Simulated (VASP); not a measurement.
CdS:

```xyz
4
Lattice="4.0431 0.0000 0.0000 -2.0215 3.5014 0.0000 0.0000 0.0000 6.2019" Properties=species:S:1:pos:R:3 pbc="T T T"
Cd    0.0000    0.0000    0.0000
Cd    0.0000    0.0000    3.1010
S     0.0000    2.3343    1.5505
S     2.0215    1.1671    4.6514
```

The cell was generated, and may not be a known phase.

```yaml
Program: VASP 6.6.1
Task: relaxation of cell and atoms
Functional: PBE
Potentials_or_basis: VASP PAW PBE potentials, release 64 (Cd, S)
Cutoff: 600 eV
k_mesh: 12 × 12 × 6
Occupations: gaussian, width 0.02 eV
Spin: no spin polarisation
```

At the start: pressure -1.9 GPa; volume 21.95 Å³/atom.

Task: Where does the relaxation end?

Result: Over 5 steps the energy falls by 26.8 meV/atom and the volume is 21.19 Å³/atom (-3.5 %); space group P6_3/mmc (No. 194, to 0.1 Å) before and after.

The path:
| step | energy change (eV) | largest force (eV/Å) | pressure (GPa) | volume (Å³) |
| --- | --- | --- | --- | --- |
| 1 | 0.0000 | 0.0000 | -1.94 | 87.80 |
| 2 | -0.0770 | 0.0000 | 0.50 | 84.43 |
| 3 | -0.0841 | 0.0000 | 1.65 | 83.12 |
| 4 | -0.1073 | 0.0000 | 0.06 | 84.67 |
| 5 | -0.1073 | 0.0000 | -0.01 | 84.76 |

Final structure:
```cif
data_structure
_symmetry_space_group_name_H-M 'P 1'
_symmetry_Int_Tables_number 1
_cell_length_a 3.8844
_cell_length_b 3.8844
_cell_length_c 6.4866
_cell_angle_alpha 90.000
_cell_angle_beta 90.000
_cell_angle_gamma 120.000
_cell_volume 84.76
loop_
_atom_site_label
_atom_site_type_symbol
_atom_site_fract_x
_atom_site_fract_y
_atom_site_fract_z
_atom_site_occupancy
Cd1 Cd 0.00000 0.00000 0.00000 1
Cd2 Cd 0.00000 0.00000 0.50000 1
S1 S 0.33333 0.66667 0.25000 1
S2 S 0.66667 0.33333 0.75000 1
```
